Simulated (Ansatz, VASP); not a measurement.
# Two plane-wave programs on W

The input INCAR:

```
SYSTEM = W
  PREC = Accurate
  ENCUT = 600
  EDIFF = 1E-6
  ISMEAR = -1
  SIGMA = 0.1
  LREAL = .False.
  LASPH = .True.
  NELM = 100
  ALGO = Normal
  ISIF = 3
  LWAVE = .False.
  LCHARG = .False.
  GGA = RP
  IBRION = 2
  NSW = 80
  EDIFFG = -0.01
```

KPOINTS

```
Automatic mesh
0
Gamma
  10 10 10
  0 0 0
```

The input POSCAR:

```
W
1.0
    0.0000000000      2.7760741367      2.7760741367
    2.7760741367      0.0000000000      2.7760741367
    2.7760741367      2.7760741367      0.0000000000
W
2
Direct
    0.1250000000      0.1250000000      0.1250000000
    0.8750000000      0.8750000000      0.8750000000
```

Input for Ansatz:

```yaml
crystal:
  lattice:
    - [0.0, 2.7760741367, 2.7760741367]
    - [2.7760741367, 0.0, 2.7760741367]
    - [2.7760741367, 2.7760741367, 0.0]
  atoms:
    - { symbol: W, position: [0.125, 0.125, 0.125] }
    - { symbol: W, position: [0.875, 0.875, 0.875] }
hamiltonian:
  xc: rpbe
  pseudopotentials:
    kind: paw
    azcp:
      W: "pseudopotentials/W.paw.azcp"
basis:
  ecutwfc: 420
  fft_grid_basis: typed
kpoints:
  mp_grid: { grid: [10, 10, 10], shift: [0, 0, 0] }
magnetization:
  spin_polarized: false
scf:
  occupations: { method: fermi_dirac, width: 0.1 }
relax:
  max_steps: 60
  f_tol: 0.01
  cell: {}
output:
  write_density: true
  write_potential: true
  elf: true
  volumetric_format: npy
```

Alike in both runs: task relaxation of cell and atoms; functional RPBE; k mesh 10 × 10 × 10; occupations fermi-dirac, width 0.1 eV; no spin polarisation.

|  | VASP | Ansatz |
| --- | --- | --- |
| version | VASP 6.6.1 | Ansatz 0.2.0 |
| potentials or method | VASP PAW PBE potentials, release 64 (W_sv), cutoff 600 eV | plane waves (420 eV) with PAW, scalar-relativistic |
| valence electrons in the cell | 28 | 28 |

Ansatz gave:

```
relaxed volume (Å³/atom)                                     : 25.25
relaxed cell length with the largest relative difference (Å) : 4.149
```

Problem. Which values does VASP return?

Solution. Relaxed volume (Å³/atom): 25.34; relaxed cell length with the largest relative difference (Å): 4.154.

VASP's potentials were made for PBE, not for RPBE.

Spin-orbit coupling is off throughout. Noted on VASP's run: the volume moved by over 15 % at a fixed basis, so the end points are rough.
